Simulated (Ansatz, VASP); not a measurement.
# One calculation of La3In, two programs

```
La In
1.0
     5.15232    0.00000    0.00000
     0.00000    5.15232    0.00000
     0.00000    0.00000    5.15232
La In
3 1
Direct
  0.00000 0.50000 0.50000
  0.50000 0.00000 0.50000
  0.50000 0.50000 0.00000
  0.00000 0.00000 0.00000
```

Change from the starting cell: volume scaled by 1.04.

Alike in both runs: task single point; functional PBEsol; k mesh 7 × 7 × 7; occupations fermi-dirac, width 0.05 eV; no spin polarisation.

```csv
,VASP,Ansatz
version,VASP 6.6.1,Ansatz 0.2.0
potentials or method,"VASP PAW PBE potentials, release 64 (La, In_d), cutoff 520 eV","all-electron LAPW, scalar-relativistic"
```

|  | VASP | Ansatz | Ansatz less VASP |
| --- | --- | --- | --- |
| pressure (GPa) | -3.8 | -3.8 | +0.03 |

VASP's potentials were made for PBE, not for PBEsol. Ansatz ran all-electron here, and VASP with PAW potentials.

Neither program's run includes spin-orbit coupling.
